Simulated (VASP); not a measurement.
Input of a VASP 6.6.1 run:

File INCAR:

```
ALGO = Normal
EDIFF = 1E-6
ENCUT = 520
GGA = PS
ISIF = 2
ISMEAR = 0
LASPH = T
LCHARG = F
LREAL = F
LWAVE = F
NBANDS = 11
NELM = 80
PREC = Accurate
SIGMA = 0.05
```

File KPOINTS:

```
k-points
0
Gamma
  10 10 10
```

The input POSCAR:

```
AlN
1.0
    0.0000000000      2.1886566781      2.1886566781
    2.1886566781      0.0000000000      2.1886566781
    2.1886566781      2.1886566781      0.0000000000
Al N
1 1
Direct
    0.0000000000      0.0135199671      0.0000000000
    0.7500000000      0.7239566280      0.7500000000
```

Potentials or basis: VASP PAW PBE potentials, release 64 (Al, N).

Command:

```bash
$ cat potpaw_PBE.64/Al/POTCAR potpaw_PBE.64/N/POTCAR > POTCAR
$ mpirun -np 1 vasp_std > vasp.out
```

Question: What does it give for the pressure?

Answer: 1.9 GPa.

Question: What does it give for the band gap on the k mesh?

Answer: 2.86 eV, indirect (least direct gap 3.74 eV).

Question: Estimate the largest force.

Answer: 1.869 eV/Å.

Forces on the atoms (eV/Å):
```
Al  -1.281  0.460 -1.281
N    1.281 -0.460  1.281
```

Caveat: the cell differs from its parent crystal (mode 4 frozen in at -0.057 Å and mode 5 at -0.057 Å (largest displacements)); the PAW data sets were made with another functional, which shifts forces and pressure a little. A k mesh can miss the band edges.
